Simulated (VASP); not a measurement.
Here is a VASP 6.6.1 calculation.

INCAR

```
SYSTEM = CdS
PREC = Accurate ; ENCUT = 500
EDIFF = 1E-6 ; ISMEAR = 0
SIGMA = 0.01 ; LREAL = .FALSE.
LASPH = .TRUE. ; NELM = 120
ALGO = Normal ; ISIF = 2
LWAVE = .FALSE. ; LCHARG = .TRUE.
GGA = PE ; LELF = .TRUE.
LVHAR = .TRUE. ; NBANDS = 16
GGA_COMPAT = .FALSE.
```

File KPOINTS:

```
Automatic mesh
0
G
  3 3 3
  0 0 0
```

Contents of POSCAR:

```
CdS
1.0
    0.0000000000      2.9165000000      2.9165000000
    2.9165000000      0.0000000000      2.9165000000
    2.9165000000      2.9165000000      0.0000000000
Cd S
1 1
Direct
    0.0000000000      0.0000000000      0.0000000000
    0.2500000000      0.2500000000      0.2500000000
```

Potentials or basis: VASP PAW PBE potentials, release 64 (Cd, S).

Command:

```console
$ cat potpaw_PBE.64/Cd/POTCAR potpaw_PBE.64/S/POTCAR > POTCAR
$ mpirun -np 1 vasp_std > vasp.out
```

Question: What does it give for the band gap on the k mesh?

Answer: 1.11 eV, direct.

Question: Estimate the pressure.

Answer: 3.9 GPa.

Caveat: the k points lie up to 0.62 Å⁻¹ apart. PBE gaps usually lie below the measured ones, often by a third to a half.
